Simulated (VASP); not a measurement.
Write the native input for VASP 6.6.1 that does the following.

```yaml
Task: density of states
Functional: PBE
Potentials_or_basis: VASP PAW PBE potentials, release 64 (Sr_sv, O)
Cutoff: 520 eV
k_mesh: 9 × 9 × 4
Occupations: gaussian, width 0.02 eV
Spin: no spin polarisation
Dipole_correction: no
k_mesh_for_the_DOS: 14 × 14 × 6
Occupations_for_the_DOS: tetrahedron
Further_INCAR_settings: ALGO = Normal; EDIFF = 1e-07; NBANDS = 24
```

SrO:

```
Sr O
1.0
     3.57679    0.00000    0.00000
    -1.78840    3.09759    0.00000
     0.00000    0.00000    6.24297
Sr O
2 2
Direct
  0.33333 0.66667 0.25000
  0.66667 0.33333 0.75000
  0.00000 0.00000 0.00000
  0.00000 0.00000 0.50000
```

The input as run:

POSCAR

```
SrO
1.0
    3.5767932952      0.0000000000      0.0000000000
   -1.7883966476      3.0975938577      0.0000000000
    0.0000000000      0.0000000000      6.2429729757
Sr O
2 2
Direct
    0.3333333333      0.6666666667      0.2500000000
    0.6666666667      0.3333333333      0.7500000000
    0.0000000000      0.0000000000      0.0000000000
    0.0000000000      0.0000000000      0.5000000000
```

INCAR.step1

```
SYSTEM = SrO
  ALGO = Normal
  EDIFF = 1E-7
  ENCUT = 520
  GGA = PE
  ISIF = 2
  ISMEAR = 0
  LASPH = .TRUE.
  LCHARG = .TRUE.
  LREAL = .FALSE.
  LWAVE = .FALSE.
  NBANDS = 24
  NELM = 80
  PREC = Accurate
  SIGMA = 0.02
```

KPOINTS.step1

```
k-points
0
G
  9 9 4
  0 0 0
```

INCAR.step2

```
SYSTEM = SrO
  ALGO = Normal
  EDIFF = 1E-7
  ENCUT = 520
  GGA = PE
  ICHARG = 11
  ISIF = 2
  ISMEAR = -5
  LASPH = .TRUE.
  LCHARG = .FALSE.
  LORBIT = 11
  LREAL = .FALSE.
  LWAVE = .FALSE.
  NBANDS = 24
  NEDOS = 1001
  NELM = 80
  PREC = Accurate
  SIGMA = 0.02
```

KPOINTS.step2

```
k-points
0
G
  14 14 6
  0 0 0
```

Potentials or basis: VASP PAW PBE potentials, release 64 (Sr_sv, O).

Launch:

```sh
$ cat potpaw_PBE.64/Sr_sv/POTCAR potpaw_PBE.64/O/POTCAR > POTCAR
$ cp INCAR.step1 INCAR
$ cp KPOINTS.step1 KPOINTS
$ mpirun -np 1 vasp_std > vasp.out
$ cp INCAR.step2 INCAR
$ cp KPOINTS.step2 KPOINTS
$ mpirun -np 1 vasp_std > vasp.out
```

It gave:

| Quantity | Value |
| --- | --- |
| Valence electrons inside the program's atomic spheres | Sr 8.08; O 4.96 |

Wall time 2.6 min on 1 thread of Intel(R) Xeon(R) Platinum 8259CL CPU @ 2.50GHz (Skylake/Cascade Lake), with other jobs on the host, peak memory 0.28 GiB.
